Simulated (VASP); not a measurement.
## GaH: relaxation of cell and atoms with PBE

GaH:

```
Ga H
1.0
    -1.53194    1.53194    2.51575
     1.53194   -1.53194    2.51575
     1.53194    1.53194   -2.51575
Ga H
1 1
Direct
  0.00000 0.00000 0.00000
  0.50000 0.50000 0.00000
```

| Item | Value |
| --- | --- |
| Program | VASP 6.6.1 |
| Task | relaxation of cell and atoms |
| Functional | PBE |
| Potentials or basis | VASP PAW PBE potentials, release 64 (Ga_d, H) |
| Cutoff | 600 eV |
| k mesh | 16 × 16 × 16 |
| Occupations | gaussian, width 0.1 eV |
| Spin | no spin polarisation |
| Dipole correction | no |
| Further INCAR settings | ALGO = Normal; EDIFF = 1e-06; IBRION = 2; EDIFFG = -0.025; NSW = 90; ISIF = 3 |

```json
{"Pressure after relaxing": "0.2 GPa", "Band gap on the k mesh": "zero (band 7 reaches 9.60 eV, above the bottom of band 8 at 2.30 eV)"}
```

Stress tensor (GPa, compression positive):
```
0.26 0.00 0.00
0.00 0.26 0.00
0.00 0.00 0.12
```

Final structure:
```
Ga H
1.0
    -1.53194    1.53194    2.51575
     1.53194   -1.53194    2.51575
     1.53194    1.53194   -2.51575
Ga H
1 1
Direct
  0.00000 0.00000 0.00000
  0.50000 0.50000 0.00000
```

Levels at points of the mesh, in eV from the Fermi level:
| k point | band 4 | band 5 | band 6 | band 7 | band 8 | band 9 | band 10 | band 11 |
| --- | --- | --- | --- | --- | --- | --- | --- | --- |
| (0.00, 0.00, 0.00) | -14.81 | -14.73 | -11.35 | 5.06 | 8.89 | 8.89 | 9.35 | 13.21 |
| (0.50, 0.00, 0.00) | -14.73 | -14.70 | -6.46 | -5.33 | 4.73 | 8.00 | 9.04 | 9.05 |
| (0.50, 0.50, 0.00) | -14.73 | -14.64 | -4.14 | -2.12 | 0.09 | 2.21 | 3.56 | 6.91 |
| (0.50, 0.50, 0.50) | -14.71 | -14.70 | -6.82 | -3.32 | 2.57 | 4.74 | 4.74 | 8.41 |

Run time: 3.3 min on 1 thread of AMD EPYC 7571, on a shared host, peak memory 0.22 GiB.

Caveat: the relaxation stopped at its first step, so nothing moved.
